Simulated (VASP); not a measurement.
# InGaAs2 (P-4m2) in VASP: notebook, part 4 of 4

VASP 6.6.1. The steps go on from the part before.

**6. Relaxation of cell and atoms, PBEsol**

INCAR reads:

```
PREC = Accurate ; ENCUT = 600
EDIFF = 1E-7 ; ISMEAR = -1
SIGMA = 0.02 ; LREAL = False
LASPH = True ; NELM = 60
ALGO = Normal ; ISIF = 3
LWAVE = False ; LCHARG = False
GGA = PS ; IBRION = 2
NSW = 80 ; EDIFFG = -0.005
```

KPOINTS reads:

```
regular mesh
0
Gamma
  6 6 4
```

POSCAR reads:

```
InGaAs2
1.0
    4.2150015842      0.0000000000      0.0000000000
    0.0000000000      4.2150015842      0.0000000000
    0.0000000000      0.0000000000      5.9898445654
In Ga As
1 1 2
Direct
    0.0000000000      0.0000000000      0.5000000000
    0.5000000000      0.5000000000      0.0000000000
    0.5000000000      0.0000000000      0.7694098611
    0.0000000000      0.5000000000      0.2305901389
```

Potentials or basis: VASP PAW PBE potentials, release 64 (In_d, Ga_d, As).

Started as:

```
$ cat potpaw_PBE.64/In_d/POTCAR potpaw_PBE.64/Ga_d/POTCAR potpaw_PBE.64/As/POTCAR > POTCAR
$ mpirun -np 1 vasp_std > vasp.out
```

It took 5 min on 1 thread of Intel Xeon Platinum 8488C (Sapphire Rapids), shared host; peak memory 0.32 GiB.

The run converged. Its results:

| Item | Value |
| --- | --- |
| Free energy | -17.4876 eV |
| Relaxed volume | 25.41 Å³/atom |
| Relaxed cell | a = 4.151 Å, b = 4.151 Å, c = 5.898 Å, α = 90.00°, β = 90.00°, γ = 90.00° |
| Space group after relaxing (to 0.1 Å) | P-4m2 (No. 115) |
| Energy gained by relaxing | 9.7 meV/atom |
| Ionic steps | 7 |
| Pressure after relaxing | 0.0 GPa |
| Band gap on the k mesh | zero (filled and empty bands touch) |

Forces in eV/Å, atoms in the order of the input:
```
In   0.000  0.000  0.000
Ga   0.000  0.000  0.000
As   0.000  0.000  0.003
As   0.000  0.000 -0.003
```

The path:
```
step  energy change (eV)  largest force (eV/Å)  pressure (GPa)  volume (Å³)
   1              0.0000                0.0160           -2.52       106.42
   2             -0.0339                0.0507            1.01       100.10
   3             -0.0388                0.0318            0.00       101.69
   4             -0.0388                0.0307           -0.06       101.78
   5             -0.0389                0.0148           -0.05       101.77
   6             -0.0389                0.0008           -0.05       101.76
   7             -0.0389                0.0029            0.03       101.64
```

Final structure:
```
In Ga As
1.0
     4.15112    0.00000    0.00000
     0.00000    4.15112    0.00000
     0.00000    0.00000    5.89813
In Ga As
1 1 2
Direct
  0.00000 0.00000 0.50000
  0.50000 0.50000 0.00000
  0.50000 0.00000 0.76976
  0.00000 0.50000 0.23024
```

Levels at points of the mesh, in eV from the Fermi level:
| k point | band 15 | band 16 | band 17 | band 18 | band 19 | band 20 | band 21 | band 22 |
| --- | --- | --- | --- | --- | --- | --- | --- | --- |
| (0.00, 0.00, 0.00) | -2.56 | -0.18 | -0.17 | 0.00 | 0.00 | 1.46 | 1.76 | 3.75 |
| (0.50, 0.00, 0.00) | -3.25 | -2.98 | -1.47 | -0.86 | 2.00 | 3.05 | 4.78 | 4.90 |
| (0.50, 0.50, 0.00) | -2.66 | -2.51 | -2.51 | -2.33 | 1.37 | 1.37 | 1.56 | 1.92 |
| (0.00, 0.00, 0.50) | -1.92 | -1.92 | -1.24 | -1.24 | 1.82 | 1.91 | 2.75 | 3.26 |
| (0.50, 0.00, 0.50) | -1.43 | -1.11 | -1.08 | -0.77 | 0.54 | 1.03 | 4.22 | 4.56 |
| (0.50, 0.50, 0.50) | -3.31 | -3.20 | -3.11 | -3.11 | 4.22 | 4.29 | 4.35 | 4.35 |

Caveat: semilocal functionals underestimate gaps, so a narrow gap can read as zero; the PAW data sets were made with another functional, which shifts forces and pressure a little; spin-orbit coupling is left out, which moves the levels of the heavy elements.

**7. Relaxation of cell and atoms, LDA**

INCAR reads:

```
SYSTEM = InGaAs2
ALGO = Normal ; EDIFF = 1E-6
EDIFFG = -0.005 ; ENCUT = 600
IBRION = 2 ; ISIF = 3
ISMEAR = -1 ; LASPH = .True.
LCHARG = .False. ; LREAL = .False.
LWAVE = .False. ; NELM = 100
NSW = 80 ; PREC = Accurate
SIGMA = 0.02
```

KPOINTS reads:

```
k-points
0
Gamma
  6 6 4
  0 0 0
```

POSCAR is that of step 6.

Potentials or basis: VASP PAW LDA potentials, release 64 (In_d, Ga_d, As).

Started as:

```
$ cat potpaw_LDA.64/In_d/POTCAR potpaw_LDA.64/Ga_d/POTCAR potpaw_LDA.64/As/POTCAR > POTCAR
$ mpirun -np 1 vasp_std > vasp.out
```

Run time: 5.9 min. Hardware: 1 thread of Intel Xeon Platinum 8488C (Sapphire Rapids), shared host; peak memory 0.27 GiB.

Results (log left out):

```yaml
Free_energy: -18.5746 eV
Relaxed_volume: 24.70 Å³/atom
Relaxed_cell: a = 4.112 Å, b = 4.112 Å, c = 5.842 Å, α = 90.00°, β = 90.00°, γ = 90.00°
Space_group_after_relaxing_to_0.1_Å: P-4m2 (No. 115)
Energy_gained_by_relaxing: 26.3 meV/atom
Ionic_steps: 10
Pressure_after_relaxing: 0.0 GPa
Band_gap_on_the_k_mesh: zero (filled and empty bands touch)
```

Step by step:
```tsv
step	energy change (eV)	largest force (eV/Å)	pressure (GPa)	volume (Å³)
1	0.0000	0.0378	-4.14	106.42
2	-0.0899	0.0821	1.84	96.18
3	-0.1050	0.0473	0.03	98.80
4	-0.1050	0.0451	-0.10	98.95
5	-0.1051	0.0207	-0.07	98.93
6	-0.1052	0.0015	-0.07	98.92
7	-0.1052	0.0031	0.05	98.75
8	-0.1052	0.0015	-0.05	98.80
9	-0.1052	0.0022	0.04	98.78
10	-0.1052	0.0019	-0.01	98.79
```

Final structure:
```
CELL_PARAMETERS angstrom
4.11224 0.00000 0.00000
0.00000 4.11224 0.00000
0.00000 0.00000 5.84182
ATOMIC_POSITIONS crystal
In 0.00000 0.00000 0.50000
Ga 0.50000 0.50000 0.00000
As 0.50000 0.00000 0.76984
As 0.00000 0.50000 0.23016
```

Levels at points of the mesh, in eV from the Fermi level:
```csv
k point,band 15,band 16,band 17,band 18,band 19,band 20,band 21,band 22
"(0.00, 0.00, 0.00)",-2.66,-0.19,-0.13,0.00,0.00,1.41,1.74,3.74
"(0.50, 0.00, 0.00)",-3.37,-3.09,-1.52,-0.91,2.00,3.09,4.80,4.94
"(0.50, 0.50, 0.00)",-2.76,-2.60,-2.60,-2.42,1.31,1.31,1.53,1.90
"(0.00, 0.00, 0.50)",-1.99,-1.99,-1.30,-1.30,1.80,1.86,2.75,3.31
"(0.50, 0.00, 0.50)",-1.48,-1.15,-1.12,-0.80,0.53,1.04,4.21,4.57
"(0.50, 0.50, 0.50)",-3.44,-3.31,-3.24,-3.24,4.28,4.37,4.37,4.37
```

Caveat: semilocal functionals underestimate gaps, so a narrow gap can read as zero; spin-orbit coupling is left out, which moves the levels of the heavy elements.

**8. Summary**

```tsv
task	level	potentials or basis	cell	cutoff (eV)	gap on the mesh (eV)	pressure (GPa)	relaxed volume (Å³/atom)
relaxation of cell and atoms	r2SCAN	VASP PAW PBE potentials, release 64 (In_d, Ga_d, As)	relaxed from a = 4.215, b = 4.215, c = 5.990 Å, 4 atoms	600	0.29	0.0	25.53
single point	LDA	VASP PAW LDA potentials, release 64 (In_d, Ga_d, As)	a = 4.108, b = 4.108, c = 5.834 Å, 4 atoms	520	none	0.2	-
single point	PBEsol	VASP PAW PBE potentials, release 64 (In_d, Ga_d, As)	a = 4.150, b = 4.150, c = 5.894 Å, 4 atoms	520	none	0.1	-
single point	r2SCAN	VASP PAW PBE potentials, release 64 (In_d, Ga_d, As)	a = 4.156, b = 4.156, c = 5.914 Å, 4 atoms	520	0.29	0.0	-
relaxation of cell and atoms	PBEsol	VASP PAW PBE potentials, release 64 (In_d, Ga_d, As)	relaxed from a = 4.215, b = 4.215, c = 5.990 Å, 4 atoms	600	none	0.0	25.41
relaxation of cell and atoms	LDA	VASP PAW LDA potentials, release 64 (In_d, Ga_d, As)	relaxed from a = 4.215, b = 4.215, c = 5.990 Å, 4 atoms	600	none	0.0	24.70
```

Alike in all rows: no spin polarisation; k mesh 6 × 6 × 4; smearing fermi-dirac 0.02 eV.

Caveats: spin-orbit coupling is left out, which moves the levels of the heavy elements; the PAW data sets were made with another functional, which shifts forces and pressure a little (at least some runs); semilocal functionals underestimate gaps, so a narrow gap can read as zero (at least some runs).

Absolute energies hang on the potentials; compare differences alone.
